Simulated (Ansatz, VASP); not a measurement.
One calculation of Te6Mo3H, two programs

```xyz
10
Lattice="3.4334 0.0000 0.0000 -1.7167 2.9734 0.0000 0.0000 0.0000 20.7704" Properties=species:S:1:pos:R:3 pbc="T T T"
Te    0.0000    0.0000   18.9546
Te    0.0000    1.9823   12.2916
Te    0.0000    1.9823    4.8459
Te    0.0000    1.9823   15.9246
Te    0.0000    1.9823    8.4789
Te    0.0000    0.0000    1.8158
Mo    0.0000    0.0000   14.1063
Mo    0.0000    0.0000    6.6642
Mo    0.0000    1.9823    0.0000
H    -1.2792   -0.5733   19.0882
```

Alike in both runs: task single point; functional PBEsol; dispersion D3(BJ); k mesh 9 × 9 × 2; occupations gaussian, width 0.05 eV; no spin polarisation.

```csv
,VASP,Ansatz
version,VASP 6.6.1,Ansatz 0.2.0
potentials or method,"VASP PAW PBE potentials, release 64 (Te, Mo_sv, H), cutoff 400 eV","scalar-relativistic, plane waves, PAW"
valence electrons in the cell,79,139
```

|  | VASP | Ansatz | Ansatz less VASP |
| --- | --- | --- | --- |
| gap on the k mesh at the Fermi level (eV) | none | none | - |
| pressure (GPa) | 5.8 | 5.8 | -0.02 |
| traceless stress, the component that is largest in VASP (GPa) | 5.19 | 5.07 | -0.117 |
| rms of the force components (eV/Å) | 2.391 | 2.316 | -0.0748 |

VASP's potentials were made for PBE, not for PBEsol, and Ansatz warns of the same on its side. Atom by atom the forces differ by 0.076 eV/Å (rms over components). A gap of «none» marks a metal or a gap that the smearing closes. VASP's potentials hold 79 valence electrons a cell and Ansatz's 139, so a difference there can come from the potentials and not from the codes.

Neither program's run includes spin-orbit coupling.
